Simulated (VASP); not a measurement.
Here is a VASP 6.6.1 calculation.

INCAR

```
SYSTEM = CdSe
ALGO = Normal
EDIFF = 1E-8
ENCUT = 520
GGA = PS
ISIF = 2
ISMEAR = -1
LASPH = .True.
LCHARG = .False.
LEFG = .True.
LREAL = .False.
LWAVE = .False.
NBANDS = 16
NELM = 100
PREC = Accurate
SIGMA = 0.05
```

File KPOINTS:

```
k-points
0
Gamma
  11 11 11
  0 0 0
```

Contents of POSCAR:

```
CdSe
1.0
    0.0000000000      2.8739580000      2.8739580000
    2.8739580000      0.0000000000      2.8739580000
    2.8739580000      2.8739580000      0.0000000000
Cd Se
1 1
Direct
    0.0000000000      0.0000000000      0.0000000000
    0.5000000000      0.5000000000      0.5000000000
```

Potentials or basis: VASP PAW PBE potentials, release 64 (Cd, Se).

The run is started by

```sh
$ cat potpaw_PBE.64/Cd/POTCAR potpaw_PBE.64/Se/POTCAR > POTCAR
$ mpirun -np 1 vasp_std > vasp.out
```

Problem. Estimate the pressure.

Solution. -3.5 GPa.

Problem. What does it give for the band gap on the k mesh?

Solution. Zero (band 9 reaches 2.12 eV, above the bottom of band 10 at 1.70 eV).

Caveat: without QUAD_EFG the Cq values of the log hold for a quadrupole moment of 1 mb, not for the nuclei; the PAW data sets were made with another functional, which shifts forces and pressure a little.
